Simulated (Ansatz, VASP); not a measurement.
## One calculation of SnSe, two programs

```
CELL_PARAMETERS angstrom
0.00000 2.99057 2.99057
2.99057 0.00000 2.99057
2.99057 2.99057 0.00000
ATOMIC_POSITIONS crystal
Sn 0.00000 0.00000 0.00000
Se 0.50000 0.50000 0.50000
```

Alike in both runs: task single point; functional revPBE; dispersion D3(BJ); k mesh 8 × 8 × 8; occupations gaussian, width 0.05 eV; no spin polarisation.

|  | VASP | Ansatz |
| --- | --- | --- |
| version | VASP 6.6.1 | Ansatz 0.2.0 |
| potentials or method | VASP PAW PBE potentials, release 64 (Sn_d, Se), cutoff 500 eV | scalar-relativistic, plane waves, PAW |
| valence electrons in the cell | 20 | 30 |

VASP gave:

| Item | Value |
| --- | --- |
| gap on the k mesh at the Fermi level (eV) | 0.64 |
| least direct gap on the mesh (eV) | 0.64 |
| pressure (GPa) | -1.1 |

Question: Estimate Ansatz's values.

Answer: gap on the k mesh at the Fermi level (eV): 0.64; least direct gap on the mesh (eV): 0.64; pressure (GPa): -1.0.

VASP's potentials were made for PBE, not for revPBE. VASP's potentials hold 20 valence electrons a cell and Ansatz's 30, so a difference there can come from the potentials and not from the codes.
